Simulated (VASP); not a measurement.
Here is a VASP 6.6.1 calculation.

File INCAR:

```
PREC     = Accurate       # precision mode
ENCUT    = 520            # plane-wave cutoff, eV
EDIFF    = 1E-6           # SCF threshold, eV
ISMEAR   = 0              # smearing method
SIGMA    = 0.1            # smearing width, eV
LREAL    = False          # projectors in reciprocal space
LASPH    = True           # aspherical terms in the spheres
NELM     = 60             # most SCF steps
ALGO     = Normal         # electronic algorithm
ISIF     = 2              # what is computed and relaxed
LWAVE    = False          # write WAVECAR
LCHARG   = False          # write CHGCAR
GGA      = PE             # functional
NBANDS   = 15             # bands
```

Contents of KPOINTS:

```
regular mesh
0
Gamma
  6 6 6
```

File POSCAR:

```
SrB2
1.0
    0.0000000000      2.9005399813      2.9005399813
    2.9005399813      0.0000000000      2.9005399813
    2.9005399813      2.9005399813      0.0000000000
Sr B
1 2
Direct
    0.7500000000      0.7500000000      0.7500000000
    0.2500000000      0.2500000000      0.2500000000
    0.5000000000      0.5000000000      0.5000000000
```

Potentials or basis: VASP PAW PBE potentials, release 64 (Sr_sv, B).

Command:

```bash
$ cat potpaw_PBE.64/Sr_sv/POTCAR potpaw_PBE.64/B/POTCAR > POTCAR
$ mpirun -np 1 vasp_std > vasp.out
```

**Question.** What does it give for the pressure?

**Answer.** 0.2 GPa.

**Question.** What does it give for the band gap on the k mesh?

**Answer.** 0.83 eV, indirect (least direct gap 0.94 eV).

A k mesh can miss the band edges. A hybrid or GW would open this gap; PBE tends to underestimate it.
